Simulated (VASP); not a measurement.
Wanted: the native input for a VASP 6.6.1 run.

| Property | Result |
| --- | --- |
| Task | single point |
| Functional | PBEsol |
| Potentials or basis | VASP PAW PBE potentials, release 64 (Bi_d, Te, Se) |
| Cutoff | 520 eV |
| k mesh | 7 × 7 × 7 |
| Occupations | fermi-dirac, width 0.05 eV |
| Spin | no spin polarisation |
| Dipole correction | no |
| Further INCAR settings | ALGO = Normal; EDIFF = 1e-07; NBANDS = 32 |

The structure of Bi2Te2Se lies in POSCAR:

```
Bi2Te2Se
1.0
    2.1449379856      1.2383805234      9.9353800775
   -2.1449379856      1.2383805234      9.9353800775
    0.0000000000     -2.4767610468      9.9353800775
Bi Te Se
2 2 1
Direct
    0.3944947935      0.3944947935      0.3944947935
    0.6055052065      0.6055052065      0.6055052065
    0.7870593917      0.7870593917      0.7870593917
    0.2129406083      0.2129406083      0.2129406083
    0.0000000000      0.0000000000      0.0000000000
```

These files were run (other wordings do the same):

INCAR

```
SYSTEM = Bi2Te2Se
ALGO     = Normal         ! electronic algorithm
EDIFF    = 1E-7           ! SCF threshold, eV
ENCUT    = 520            ! plane-wave cutoff, eV
GGA      = PS             ! functional
ISIF     = 2              ! what is computed and relaxed
ISMEAR   = -1             ! smearing method
LASPH    = .TRUE.         ! aspherical terms in the spheres
LCHARG   = .TRUE.         ! write CHGCAR
LELF     = .TRUE.         ! ELF
LREAL    = .FALSE.        ! projectors in reciprocal space
LVHAR    = .TRUE.       
LWAVE    = .FALSE.        ! write WAVECAR
NBANDS   = 32             ! bands
NELM     = 80             ! most SCF steps
PREC     = Accurate       ! precision mode
SIGMA    = 0.05           ! smearing width, eV
```

KPOINTS

```
k-points
0
G
  7 7 7
  0 0 0
```

Potentials or basis: VASP PAW PBE potentials, release 64 (Bi_d, Te, Se).

The run is started by

```console
$ cat potpaw_PBE.64/Bi_d/POTCAR potpaw_PBE.64/Te/POTCAR potpaw_PBE.64/Se/POTCAR > POTCAR
$ mpirun -np 1 vasp_std > vasp.out
```

It gave:

| Item | Value |
| --- | --- |
| Pressure | 0.0 GPa |
| Largest force | 0.020 eV/Å |

Caveat: the PAW data sets were made with another functional, which shifts forces and pressure a little.

Wall time 34 min on 1 thread of Intel Xeon 8259CL, on a shared host, peak memory 1.1 GiB.
